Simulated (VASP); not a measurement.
# Te (R-3m) in VASP: notebook

The runs below take Te through single point, with LDA, BLYP+D3(BJ), PBEsol.

All numbers are computed with VASP 6.6.1; they aren't measurements. Logs are shortened: lines on timing, memory, paths and dates and some standing lists are left out, and cuts for length are marked.

## Step 1: The cell of the first run

Symmetry: R-3m, No. 166, trigonal system. The conventional cell has a = 4.510 Å, b = 4.510 Å, c = 5.237 Å, α = 90.00°, β = 90.00°, γ = 120.00°. Within 4.1 Å of Te (site symmetry -3m) lie 6 Te at 3.14 Å.

## Step 2: Single point, LDA

The input, INCAR:

```
SYSTEM = Te
PREC = Accurate ; ENCUT = 520
EDIFF = 1E-6 ; ISMEAR = -1
SIGMA = 0.05 ; LREAL = .False.
LASPH = .True. ; NELM = 80
ALGO = Normal ; ISIF = 2
LWAVE = .False. ; LCHARG = .False.
NBANDS = 9
```

The input, KPOINTS:

```
regular mesh
0
Gamma
  9 9 9
  0 0 0
```

The input, POSCAR:

```
Te
1.0
    2.2551826044      1.3020302820      1.7456296669
   -2.2551826044      1.3020302820      1.7456296669
    0.0000000000     -2.6040605692      1.7456296631
Te
1
Direct
    0.5000000026      0.5000000026      0.5000000007
```

Potentials or basis: VASP PAW LDA potentials, release 64 (Te).

Started as:

```
> cat potpaw_LDA.64/Te/POTCAR > POTCAR
> mpirun -np 1 vasp_std > vasp.out
```

OUTCAR:

```text
SYSTEM = Te
   PREC = Accurate
   ENCUT = 520
   EDIFF = 1E-6
   ISMEAR = -1
   LREAL = .False.
   LASPH = .True.
   NELM = 80
   ISIF = 2

 ion  position               nearest neighbor table
   1  0.500  0.500  0.500-

  LATTYP: Found a trigonal (rhomboedric) cell.
 ALAT       =     3.1350206328
 COS(alpha) =    -0.0349339042

  Lattice vectors:

 A1 = (   2.2551826044,   1.3020302820,   1.7456296669)
 A2 = (  -2.2551826044,   1.3020302820,   1.7456296669)
 A3 = (   0.0000000000,  -2.6040605692,   1.7456296631)

Analysis of symmetry for initial positions (statically):
=====================================================================
 Subroutine PRICEL returns:
 Original cell was already a primitive cell.

 Routine SETGRP: Setting up the symmetry group for a
 trigonal (rhombohedral) supercell.

 Subroutine GETGRP returns: Found 12 space group operations
 (whereof 12 operations were pure point group operations)
 out of a pool of 12 trial point group operations.

The static configuration has the point symmetry D_3d.

Analysis of symmetry for dynamics (positions and initial velocities):
=====================================================================
 Subroutine PRICEL returns:
 Original cell was already a primitive cell.

 Routine SETGRP: Setting up the symmetry group for a
 trigonal (rhombohedral) supercell.

 Subroutine GETGRP returns: Found 12 space group operations
 (whereof 12 operations were pure point group operations)
 out of a pool of 12 trial point group operations.

The dynamic configuration has the point symmetry D_3d.

 Subroutine INISYM returns: Found 12 space group operations
 (whereof 12 operations are pure point group operations),
 and found     1 'primitive' translations

----------------------------------------------------------------------------------------

                                     Primitive cell

  volume of cell :      30.7543

  direct lattice vectors                    reciprocal lattice vectors
     2.255182604  1.302030282  1.745629667     0.221711536  0.128005215  0.190953064
    -2.255182604  1.302030282  1.745629667    -0.221711536  0.128005215  0.190953064
     0.000000000 -2.604060569  1.745629663     0.000000000 -0.256010431  0.190953064

  length of vectors
     3.135020633  3.135020633  3.135020633     0.319381297  0.319381297  0.319381297

  position of ions in fractional coordinates (direct lattice)
     0.500000003  0.500000003  0.500000001
[... 77 lines left out ...]
   LREAL  =      F    real-space projection
   EDIFFG = 0.1E-04   stopping-criterion for IOM
   NSW    =      0    number of steps for IOM
   IBRION =     -1    ionic relax: 0-MD 1-quasi-New 2-CG
   NFREE  =      0    steps in history (QN), initial steepest desc. (CG)
   ISIF   =      2    stress and relaxation
   ISYM   =      2    0-nonsym 1-usesym 2-fastsym
   POTIM  = 0.5000    time-step for ionic-motion
   TEBEG  =    0.0;   TEEND  =   0.0 temperature during run
   PSTRESS=    0.0 pullay stress
   NELECT =       6.0000    total number of electrons
   NUPDOWN=      -1.0000    fix difference up-down
   EMIN   =  10.00;   EMAX   =-10.00  energy-range for DOS
   EFERMI =   0.00;   METHOD = LEGACY
   ISMEAR =    -1;   SIGMA  =   0.05  broadening in eV -4-tet -1-fermi 0-gaus
   EFERMI_NEDOS =   21; number of points for ismear=-14 and -15
   IALGO  =     38    algorithm
   IMIX   =      4    mixing-type and parameters
     AMIX     =   0.40;   BMIX     =  1.00
     AMIX_MAG =   1.60;   BMIX_MAG =  1.00
  volume/ion in A,a.u.               =      30.75       207.54
  Fermi-wavevector in a.u.,A,eV,Ry     =   0.949489  1.794274 12.266047  0.901529
  Thomas-Fermi vector in A             =   2.077776
   LORBIT       =      0    0 simple, 1 ext, 2 COOP (PROOUT), +10 PAW based schemes
   GGA     = CA    functional components
   LHFCALC =     F    Hartree Fock is set to
   AEXX    =    0.0000 exact exchange contribution
   IVDW    =     0    specifies the selected vdW correction
   LEPSILON=     F    determine dielectric tensor
   LRPA    =     F    only Hartree local field effects (RPA)
 non-spin polarized calculation
  energy-cutoff  :      520.00
  volume of cell :       30.75
 maximum number of plane-waves:       840
   NGX = 11   NGY = 11   NGZ = 11

 number of electron       5.9999998 magnetization

 Free energy of the ion-electron system (eV)
  ---------------------------------------------------
  ext. energy  EPLUGINS =         0.00000000
  ---------------------------------------------------
  free energy    TOTEN  =        -3.78685253 eV

  energy without entropy =       -3.78202333  energy(sigma->0) =       -3.78443793

 E-fermi :   7.1375     XC(G=0):  -9.7543

 val. band max:        7.1160066436   @ k =  -0.1111   0.1111   0.0000
 cond. band min:       7.1561068751   @ k =  -0.3333   0.4444   0.2222
 fundamental gap:      0.0401002315
 Fermi energy:         7.1374966517

 k-point     1 :       0.0000    0.0000    0.0000
  band No.  band energies     occupation
      1      -6.9815      2.00000
      2       8.2107      0.00000
      3       8.4434      0.00000
      4       8.4434      0.00000
      5      13.1238      0.00000
      6      13.1238      0.00000
      7      13.7161      0.00000
      8      24.3816      0.00000
      9      24.4601      0.00000
[... 265 lines left out ...]
 k-point    24 :       0.4444    0.4444   -0.0000
  band No.  band energies     occupation
      1      -3.3131      2.00000
      2       2.3236      2.00000
      3       2.6770      2.00000
      4       9.3046      0.00000
      5      11.1622      0.00000
      6      17.6785      0.00000
      7      19.4324      0.00000
      8      19.6554      0.00000
      9      19.7527      0.00000

 [... further k-points ...]

------------------------ aborting loop because EDIFF is reached ----------------------------------------

  FORCE on cell =-STRESS in cart. coord.  units (eV):
  Direction    XX          YY          ZZ          XY          YZ          ZX
  --------------------------------------------------------------------------------------
  -------------------------------------------------------------------------------------
  Total        0.0190931      0.0190931      0.0142640      0.0000000      0.0000000      0.0000000
  in kB        0.9946764      0.9946764      0.7430996      0.0000000      0.0000000      0.0000000
  external PRESSURE =       0.9108175 kB  Pullay stress =       0.0000000 kB

 VOLUME and BASIS-vectors are now :
 -----------------------------------------------------------------------------
  energy-cutoff  :      520.00
  volume of cell :       30.75
      direct lattice vectors                 reciprocal lattice vectors
     2.255182604  1.302030282  1.745629667     0.221711536  0.128005215  0.190953064
    -2.255182604  1.302030282  1.745629667    -0.221711536  0.128005215  0.190953064
     0.000000000 -2.604060569  1.745629663     0.000000000 -0.256010431  0.190953064

 POSITION                                       TOTAL-FORCE (eV/Angst)
 -----------------------------------------------------------------------------------
      0.00000      0.00000      2.61844         0.000000     -0.000000     -0.000000
 -----------------------------------------------------------------------------------
    total drift:                                0.000000     -0.000002     -0.000003

  FREE ENERGIE OF THE ION-ELECTRON SYSTEM (eV)
  ---------------------------------------------------
  free  energy   TOTEN  =        -3.7868525263 eV

  energy  without entropy=       -3.7820233260  energy(sigma->0) =       -3.78443793
```

OSZICAR:

```text
N       E                     dE             d eps       ncg     rms          rms(c)
DAV:   1     0.172145229924E+02    0.17215E+02   -0.25184E+03  1530   0.533E+02
DAV:   2    -0.321077523041E+01   -0.20425E+02   -0.19511E+02  1969   0.736E+01
DAV:   3    -0.378404160836E+01   -0.57327E+00   -0.56657E+00  1850   0.154E+01
DAV:   4    -0.378903253644E+01   -0.49909E-02   -0.49907E-02  2138   0.161E+00
DAV:   5    -0.378908418492E+01   -0.51648E-04   -0.51648E-04  2004   0.129E-01    0.825E+00
DAV:   6    -0.378769406022E+01    0.13901E-02   -0.35449E-04  2021   0.108E-01    0.503E+00
DAV:   7    -0.378685001552E+01    0.84404E-03   -0.81025E-04  1694   0.165E-01    0.831E-02
DAV:   8    -0.378685146821E+01   -0.14527E-05   -0.27826E-05  1888   0.315E-02    0.392E-02
DAV:   9    -0.378685254679E+01   -0.10786E-05   -0.25411E-06  1885   0.858E-03    0.131E-02
DAV:  10    -0.378685252629E+01    0.20503E-07   -0.11271E-07   923   0.201E-03
   1 F= -.37868525E+01 E0= -.37844379E+01  d E =-.482920E-02
```

Wall time 8.1 s (1 thread of AMD EPYC 7R13 (Zen 3), shared host); peak memory 0.11 GiB.

Results:

```
Free energy            : -3.7869 eV
Pressure               : 0.1 GPa
Band gap on the k mesh : zero (band 3 reaches 9.70 eV, above the bottom of band 4 at 4.32 eV)
```

Levels at points of the mesh, in eV from the Fermi level:
| k point | band 1 | band 2 | band 3 | band 4 | band 5 | band 6 | band 7 |
| --- | --- | --- | --- | --- | --- | --- | --- |
| (0.00, 0.00, 0.00) | -14.12 | 1.07 | 1.31 | 1.31 | 5.99 | 5.99 | 6.58 |

Caveat: spin-orbit coupling is left out, which moves the levels of the heavy elements.

## Step 3: Single point, BLYP+D3(BJ)

This run uses another cell than the first one, of 31.94 Å³/atom, 1.039 times its volume.

The input, INCAR:

```
SYSTEM = Te
PREC = Accurate
ENCUT = 520
EDIFF = 1E-6
ISMEAR = -1
SIGMA = 0.05
LREAL = .FALSE.
LASPH = .TRUE.
NELM = 60
ALGO = Normal
ISIF = 2
LWAVE = .FALSE.
LCHARG = .TRUE.
GGA = B5
ALDAX = 1.0
AGGAX = 1.0
AGGAC = 1.0
ALDAC = 0.0
IVDW = 12
VDW_S6 = 1.0
VDW_S8 = 2.6996
VDW_A1 = 0.4298
VDW_A2 = 4.2359
LELF = .TRUE.
LVHAR = .TRUE.
NBANDS = 9
```

The input, KPOINTS:

```
regular mesh
0
G
  9 9 9
  0 0 0
```

The input, POSCAR:

```
Te
1.0
    2.2843083779      1.3188460551      1.7670461295
   -2.2843083779      1.3188460551      1.7670461295
    0.0000000000     -2.6376921155      1.7670461256
Te
1
Direct
    0.5000000026      0.5000000026      0.5000000007
```

Potentials or basis: VASP PAW PBE potentials, release 64 (Te).

Started as:

```
> cat potpaw_PBE.64/Te/POTCAR > POTCAR
> mpirun -np 1 vasp_std > vasp.out
```

Wall time 13 s (1 thread of AMD EPYC 7R13 (Zen 3), shared host); peak memory 0.13 GiB.

It converged, with:

| Property | Result |
| --- | --- |
| Free energy | -3.4877 eV |
| Pressure | 0.2 GPa |
| Band gap on the k mesh | zero (band 3 reaches 9.60 eV, above the bottom of band 4 at 4.50 eV) |
| Dispersion energy per atom | -1.070 eV |

Levels at points of the mesh, in eV from the Fermi level:
| k point | band 1 | band 2 | band 3 | band 4 | band 5 | band 6 |
| --- | --- | --- | --- | --- | --- | --- |
| (0.00, 0.00, 0.00) | -13.80 | 1.00 | 1.25 | 1.25 | 6.19 | 6.19 |

Caveat: the PAW data sets were made with another functional, which shifts forces and pressure a little; spin-orbit coupling is left out, which moves the levels of the heavy elements; pairwise dispersion overbinds metals, which lowers pressure and volume.

## Step 4: Single point, PBEsol

This run uses another cell than the first one, of 31.29 Å³/atom, 1.017 times its volume.

The input, INCAR:

```
ALGO = Normal
EDIFF = 1E-6
ENCUT = 520
GGA = PS
ISIF = 2
ISMEAR = -1
LASPH = True
LCHARG = False
LREAL = False
LWAVE = False
NBANDS = 9
NELM = 100
PREC = Accurate
SIGMA = 0.05
```

The input, KPOINTS:

```
k-points
0
Gamma
  9 9 9
```

The input, POSCAR:

```
Te
1.0
    2.2703266542      1.3107737032      1.7525126751
   -2.2703266542      1.3107737032      1.7525126751
    0.0000000000     -2.6215474116      1.7525126712
Te
1
Direct
    0.5000000026      0.5000000026      0.5000000007
```

Started as:

```
> cat potpaw_PBE.64/Te/POTCAR > POTCAR
> mpirun -np 1 vasp_std > vasp.out
```

Wall time 8.7 s (1 thread of AMD EPYC 7R13 (Zen 3), shared host); peak memory 0.12 GiB.

It converged, with:

| Item | Value |
| --- | --- |
| Free energy | -3.5061 eV |
| Pressure | 0.0 GPa |
| Band gap on the k mesh | zero (band 3 reaches 9.43 eV, above the bottom of band 4 at 4.14 eV) |

Levels at points of the mesh, in eV from the Fermi level:
| k point | band 1 | band 2 | band 3 | band 4 | band 5 | band 6 | band 7 | band 8 |
| --- | --- | --- | --- | --- | --- | --- | --- | --- |
| (0.00, 0.00, 0.00) | -13.98 | 1.06 | 1.31 | 1.31 | 5.99 | 5.99 | 6.49 | 17.54 |

Caveat: the PAW data sets were made with another functional, which shifts forces and pressure a little; spin-orbit coupling is left out, which moves the levels of the heavy elements.

## Step 5: Summary

```tsv
level	potentials or basis	cell	gap on the mesh (eV)	pressure (GPa)
LDA	VASP PAW LDA potentials, release 64 (Te)	a = 3.135 Å, angles 92.0°, 1 atom	none	0.1
BLYP+D3(BJ)	VASP PAW PBE potentials, release 64 (Te)	a = 3.175 Å, angles 92.0°, 1 atom	none	0.2
PBEsol	VASP PAW PBE potentials, release 64 (Te)	a = 3.153 Å, angles 92.1°, 1 atom	none	0.0
```

Alike in all rows: task single point; no spin polarisation; k mesh 9 × 9 × 9; cutoff (eV) 520; smearing fermi-dirac 0.05 eV.

Caveats: spin-orbit coupling is left out, which moves the levels of the heavy elements; the PAW data sets were made with another functional, which shifts forces and pressure a little (some runs); pairwise dispersion overbinds metals, which lowers pressure and volume (some runs).

Absolute energies hang on the potentials; compare differences alone.
